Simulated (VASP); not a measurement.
# SnSe2 (P-1) in VASP: single point with PBE

Aim: the single point of SnSe2 with PBE.

Program: VASP 6.6.1. These are calculated values, not measurements. Logs are shortened: lines on timing, memory, paths and dates and some standing lists are left out, and cuts for length are marked.

### Step 1. The cell of the first run

The typed cell holds 3 atoms: a = 3.826 Å, b = 3.739 Å, c = 6.227 Å, α = 90.00°, β = 90.00°, γ = 117.73°.

### Step 2. Single point, PBE (shear xy strain +5.2%)

The input, INCAR:

```
PREC = Accurate
ENCUT = 520
EDIFF = 1E-6
ISMEAR = -1
SIGMA = 0.02
LREAL = F
LASPH = T
NELM = 60
ALGO = Normal
ISIF = 2
LWAVE = F
LCHARG = F
GGA = PE
NBANDS = 20
```

The input, KPOINTS:

```
regular mesh
0
Gamma
  12 12 4
```

The input, POSCAR:

```
SnSe2
1.0
    3.8251493292      0.1004101699      0.0000000000
   -1.8256169067      3.2624714074      0.0000000000
    0.0000000000      0.0000000000      6.2270790415
Sn Se
1 2
Direct
    0.0000000000      0.0000000000      0.0000000000
    0.3350897789      0.6663047007      0.2530982163
    0.6649102211      0.3336952993      0.7469017837
```

Potentials or basis: VASP PAW PBE potentials, release 64 (Sn_d, Se).

The run is started by

```console
$ cat potpaw_PBE.64/Sn_d/POTCAR potpaw_PBE.64/Se/POTCAR > POTCAR
$ mpirun -np 1 vasp_std > vasp.out
```

OUTCAR:

```text
PREC = Accurate
   ENCUT = 520
   EDIFF = 1E-6
   ISMEAR = -1
   LREAL = F
   LASPH = T
   NELM = 60
   ISIF = 2
   GGA = PE

 ion  position               nearest neighbor table
   1  0.000  0.000  0.000-   2 2.68   3 2.68   2 2.71   3 2.71   3 2.75   2 2.75
   2  0.335  0.666  0.253-   1 2.68   1 2.71   1 2.75
   3  0.665  0.334  0.747-   1 2.68   1 2.71   1 2.75

  Warning from LATTYP: Monoclinic adjustment (A1->A3, A2->A1, A3->A2)!
  LATTYP: Found a simple monoclinic cell.
 ALAT       =     3.7385286911
 B/A-ratio  =     1.6656496595
 C/A-ratio  =     1.0235221666
 COS(beta)  =    -0.4652573269

  Lattice vectors:

 A1 = (  -1.8256169067,   3.2624714074,   0.0000000000)
 A2 = (   0.0000000000,   0.0000000000,   6.2270790415)
 A3 = (   3.8251493292,   0.1004101699,   0.0000000000)

Analysis of symmetry for initial positions (statically):
=====================================================================
 Subroutine PRICEL returns:
 Original cell was already a primitive cell.

 Routine SETGRP: Setting up the symmetry group for a
 simple monoclinic supercell.

 Subroutine GETGRP returns: Found  2 space group operations
 (whereof  2 operations were pure point group operations)
 out of a pool of  4 trial point group operations.

The static configuration has the point symmetry S_2 .

Analysis of symmetry for dynamics (positions and initial velocities):
=====================================================================
 Subroutine PRICEL returns:
 Original cell was already a primitive cell.

 Routine SETGRP: Setting up the symmetry group for a
 simple monoclinic supercell.

 Subroutine GETGRP returns: Found  2 space group operations
 (whereof  2 operations were pure point group operations)
 out of a pool of  4 trial point group operations.

The dynamic configuration has the point symmetry S_2 .

 Subroutine INISYM returns: Found  2 space group operations
 (whereof  2 operations are pure point group operations),
 and found     1 'primitive' translations

----------------------------------------------------------------------------------------

[... 85 lines left out ...]
   PREC   = accura    normal or accurate (medium, high low for compatibility)
   ISTART =      0    job   : 0-new  1-cont  2-samecut
   ICHARG =      2    charge: 1-file 2-atom 10-const
   ISPIN  =      1    spin polarized calculation?
   LNONCOLLINEAR =      F non collinear calculations
   LSORBIT =      F    spin-orbit coupling
   LASPH  =      T    aspherical Exc in radial PAW
   ENCUT  =  520.0 eV  38.22 Ry    6.18 a.u.   7.11  6.95 11.58*2*pi/ulx,y,z
   NELM   =     60;   NELMIN=  2; NELMDL= -5     # of ELM steps
   EDIFF  = 0.1E-05   stopping-criterion for ELM
   LREAL  =      F    real-space projection
   EDIFFG = 0.1E-04   stopping-criterion for IOM
   NSW    =      0    number of steps for IOM
   IBRION =     -1    ionic relax: 0-MD 1-quasi-New 2-CG
   NFREE  =      0    steps in history (QN), initial steepest desc. (CG)
   ISIF   =      2    stress and relaxation
   ISYM   =      2    0-nonsym 1-usesym 2-fastsym
   POTIM  = 0.5000    time-step for ionic-motion
   TEBEG  =    0.0;   TEEND  =   0.0 temperature during run
   PSTRESS=    0.0 pullay stress
   NELECT =      26.0000    total number of electrons
   NUPDOWN=      -1.0000    fix difference up-down
   EMIN   =  10.00;   EMAX   =-10.00  energy-range for DOS
   EFERMI =   0.00;   METHOD = LEGACY
   ISMEAR =    -1;   SIGMA  =   0.02  broadening in eV -4-tet -1-fermi 0-gaus
   EFERMI_NEDOS =   21; number of points for ismear=-14 and -15
   IALGO  =     38    algorithm
   IMIX   =      4    mixing-type and parameters
     AMIX     =   0.40;   BMIX     =  1.00
     AMIX_MAG =   1.60;   BMIX_MAG =  1.00
  volume/ion in A,a.u.               =      26.28       177.37
  Fermi-wavevector in a.u.,A,eV,Ry     =   1.130998  2.137276 17.403978  1.279156
  Thomas-Fermi vector in A             =   2.267696
   LORBIT       =      0    0 simple, 1 ext, 2 COOP (PROOUT), +10 PAW based schemes
   GGA     = PE    functional components
   LHFCALC =     F    Hartree Fock is set to
   AEXX    =    0.0000 exact exchange contribution
   IVDW    =     0    specifies the selected vdW correction
   LEPSILON=     F    determine dielectric tensor
   LRPA    =     F    only Hartree local field effects (RPA)
 non-spin polarized calculation
  energy-cutoff  :      520.00
  volume of cell :       78.85
 maximum number of plane-waves:      2144
   NGX = 15   NGY = 13   NGZ = 23

 number of electron      25.9999994 magnetization

 Free energy of the ion-electron system (eV)
  ---------------------------------------------------
  ext. energy  EPLUGINS =         0.00000000
  ---------------------------------------------------
  free energy    TOTEN  =       -11.79783712 eV

  energy without entropy =      -11.79783702  energy(sigma->0) =      -11.79783707

 E-fermi :   4.2679     XC(G=0):  -9.3786

 val. band max:        4.0343865273   @ k =   0.1667   0.0000   0.2500
 cond. band min:       4.4833924160   @ k =   0.5000   0.5000   0.2500
 fundamental gap:      0.4490058887
 Fermi energy:         4.2678667874

 k-point     1 :       0.0000    0.0000    0.0000
  band No.  band energies     occupation
      1     -17.2936      2.00000
      2     -17.2742      2.00000
      3     -17.2458      2.00000
      4     -17.2405      2.00000
      5     -17.2277      2.00000
      6      -9.8312      2.00000
[... 541 lines left out ...]
     19      12.6177      0.00000
     20      13.8835      0.00000

 [... further k-points ...]

------------------------ aborting loop because EDIFF is reached ----------------------------------------

  FORCE on cell =-STRESS in cart. coord.  units (eV):
  Direction    XX          YY          ZZ          XY          YZ          ZX
  --------------------------------------------------------------------------------------
  -------------------------------------------------------------------------------------
  Total        1.4464622      1.5807299      1.5231228     -0.9758316      0.0013447      0.0969231
  in kB       29.3903816     32.1185406     30.9480341    -19.8277315      0.0273221      1.9693610
  external PRESSURE =      30.8189854 kB  Pullay stress =       0.0000000 kB

 VOLUME and BASIS-vectors are now :
 -----------------------------------------------------------------------------
  energy-cutoff  :      520.00
  volume of cell :       78.85
      direct lattice vectors                 reciprocal lattice vectors
     3.825149329  0.100410170  0.000000000     0.257643181  0.144172221  0.000000000
    -1.825616907  3.262471407  0.000000000    -0.007929570  0.302078860  0.000000000
     0.000000000  0.000000000  6.227079041     0.000000000  0.000000000  0.160588936

 POSITION                                       TOTAL-FORCE (eV/Angst)
 -----------------------------------------------------------------------------------
      0.00000      0.00000      0.00000         0.000000      0.000000      0.000000
      0.06535      2.20745      1.57606         0.027268      0.000257      0.277995
      1.93418      1.15544      4.65102        -0.027268     -0.000257     -0.277995
 -----------------------------------------------------------------------------------
    total drift:                               -0.000000     -0.000000      0.000000

  FREE ENERGIE OF THE ION-ELECTRON SYSTEM (eV)
  ---------------------------------------------------
  free  energy   TOTEN  =       -11.7978371176 eV

  energy  without entropy=      -11.7978370195  energy(sigma->0) =      -11.79783707
```

OSZICAR:

```text
N       E                     dE             d eps       ncg     rms          rms(c)
DAV:   1     0.205316103810E+03    0.20532E+03   -0.12161E+04 11948   0.147E+03
DAV:   2     0.115510696532E+02   -0.19377E+03   -0.18650E+03 12428   0.385E+02
DAV:   3    -0.112403034733E+02   -0.22791E+02   -0.22260E+02 14128   0.113E+02
DAV:   4    -0.120424713791E+02   -0.80217E+00   -0.80080E+00 13836   0.224E+01
DAV:   5    -0.120620297859E+02   -0.19558E-01   -0.19557E-01 16308   0.366E+00    0.499E+00
DAV:   6    -0.118146487160E+02    0.24738E+00   -0.52069E-01 17888   0.738E+00    0.321E+00
DAV:   7    -0.117973288936E+02    0.17320E-01   -0.15332E-01 13464   0.244E+00    0.102E+00
DAV:   8    -0.117973109302E+02    0.17963E-04   -0.12045E-02 14388   0.103E+00    0.277E-01
DAV:   9    -0.117978005744E+02   -0.48964E-03   -0.15327E-03 13248   0.296E-01    0.847E-02
DAV:  10    -0.117978071485E+02   -0.65741E-05   -0.12019E-04 15384   0.769E-02    0.336E-02
DAV:  11    -0.117978369058E+02   -0.29757E-04   -0.43845E-05 12940   0.372E-02    0.815E-03
DAV:  12    -0.117978371176E+02   -0.21182E-06   -0.23546E-06 12720   0.114E-02
   1 F= -.11797837E+02 E0= -.11797837E+02  d E =-.981360E-07
```

Run time: 5.7 min. Hardware: 1 thread of Oxide Virtual Turin-like, shared host; peak memory 0.49 GiB.

Results:

| Item | Value |
| --- | --- |
| Free energy | -11.7978 eV |
| Pressure | 3.1 GPa |
| Largest force | 0.279 eV/Å |
| Band gap on the k mesh | 0.45 eV (least direct gap 1.10 eV) |

Forces on the atoms (eV/Å):
```
Sn   0.000  0.000  0.000
Se   0.027  0.000  0.278
Se  -0.027  0.000 -0.278
```

Caveat: the cell differs from its parent crystal (shear xy strain +5.2%); the cell stands under pressure; semilocal functionals underestimate gaps, and a narrow one can read as zero; spin-orbit coupling is left out, which moves the levels of the heavy elements.
